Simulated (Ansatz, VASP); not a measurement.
**GaN in VASP and in Ansatz**

INCAR

```
SYSTEM = GaN
PREC     = Accurate       ! precision mode
ENCUT    = 520            ! plane-wave cutoff, eV
EDIFF    = 1E-6           ! SCF threshold, eV
ISMEAR   = 0              ! smearing method
SIGMA    = 0.05           ! smearing width, eV
LREAL    = .False.        ! projectors in reciprocal space
LASPH    = .True.         ! aspherical terms in the spheres
NELM     = 60             ! most SCF steps
ALGO     = Normal         ! electronic algorithm
ISIF     = 2              ! what is computed and relaxed
LWAVE    = .False.        ! write WAVECAR
LCHARG   = .False.        ! write CHGCAR
GGA      = PS             ! functional
NBANDS   = 26             ! bands
```

File KPOINTS:

```
Automatic mesh
0
Gamma
  8 8 6
  0 0 0
```

File POSCAR:

```
GaN
1.0
    0.0000000000     -2.2490913701     -2.1591277153
    0.0000000000      2.2490913701     -2.1591277153
    4.3182554305      0.0000000000      0.0000000000
Ga N
2 2
Direct
    0.4976558961      0.4976558961      0.5000000000
    0.0023441039      0.0023441039      0.0000000000
    0.0193411440      0.4806588560      0.2500000000
    0.4806588560      0.0193411440      0.7500000000
```

Input for Ansatz:

```yaml
crystal:
  lattice:
    - [0.0, -2.2490913701, -2.1591277153]
    - [0.0, 2.2490913701, -2.1591277153]
    - [4.3182554305, 0.0, 0.0]
  atoms:
    - { symbol: Ga, position: [0.4976558961, 0.4976558961, 0.5] }
    - { symbol: Ga, position: [0.0023441039, 0.0023441039, 0.0] }
    - { symbol: "N", position: [0.019341144, 0.480658856, 0.25] }
    - { symbol: "N", position: [0.480658856, 0.019341144, 0.75] }
basis:
  ecutwfc: 520.0
kpoints:
  mp_grid: { grid: [8, 8, 6] }
hamiltonian:
  xc: pbesol
  pseudopotentials: { kind: paw, azcp: { folder: soft_1 } }
scf:
  occupations: { method: gaussian, width: 0.05 }
output:
  forces: true
  stress: true
  eigenvalues: true
```

Change from the starting cell: mode 11 frozen in at -0.087 Å, equal normal strain along x and y -0.0400.

Alike in both runs: task single point; functional PBEsol; k mesh 8 × 8 × 6; occupations gaussian, width 0.05 eV; no spin polarisation.

|  | VASP | Ansatz |
| --- | --- | --- |
| version | VASP 6.6.1 | Ansatz 0.2.0 |
| potentials or method | VASP PAW PBE potentials, release 64 (Ga_d, N), cutoff 520 eV | scalar-relativistic, plane waves, PAW |
| valence electrons in the cell | 36 | 36 |

```tsv
	VASP	Ansatz	Ansatz less VASP
gap on the k mesh at the Fermi level (eV)	2.11	2.10	-0.017
least direct gap on the mesh (eV)	2.11	2.10	-0.017
pressure (GPa)	19.6	19.9	+0.29
traceless stress, the component that is largest in VASP (GPa)	-4.61	-4.58	+0.029
rms of the force components (eV/Å)	1.011	1.022	+0.0114
```

VASP's potentials were made for PBE, not for PBEsol, and Ansatz warns of the same on its side. Atom by atom the forces differ by 0.012 eV/Å (rms over components).
